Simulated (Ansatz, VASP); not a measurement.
# One calculation of ZnCu, two programs

```
Zn Cu
1.0
     2.90083    0.00000    0.00000
     0.00000    2.90083    0.00000
     0.00000    0.00000    3.03335
Zn Cu
1 1
Cartesian
  1.4504 1.4504 1.5167
  0.0000 0.0000 0.0000
```

Change from the starting cell: strain -0.015 along x and y, +0.030 along z, atoms carried along.

Alike in both runs: task single point; functional PBEsol; k mesh 16 × 16 × 16; occupations gaussian, width 0.15 eV; no spin polarisation.

```csv
,VASP,Ansatz
version,VASP 6.6.1,Ansatz 0.2.0
potentials or method,"VASP PAW PBE potentials, release 64 (Zn, Cu), cutoff 520 eV","scalar-relativistic, plane waves, PAW"
valence electrons in the cell,23,31
```

Ansatz gave:

```
gap on the k mesh at the Fermi level (eV)                     : none
pressure (GPa)                                                : -4.6
traceless stress, the component that is largest in VASP (GPa) : -0.18
```

Estimate VASP's values.

gap on the k mesh at the Fermi level (eV): none; pressure (GPa): -3.6; traceless stress, the component that is largest in VASP (GPa): -0.19.

VASP's potentials were made for PBE, not for PBEsol. A gap of «none» marks a metal or a gap that the smearing closes. The functional is the same, so the differences come from potentials, cutoffs and numerics. VASP's potentials hold 23 valence electrons a cell and Ansatz's 31, so a difference there can come from the potentials and not from the codes.
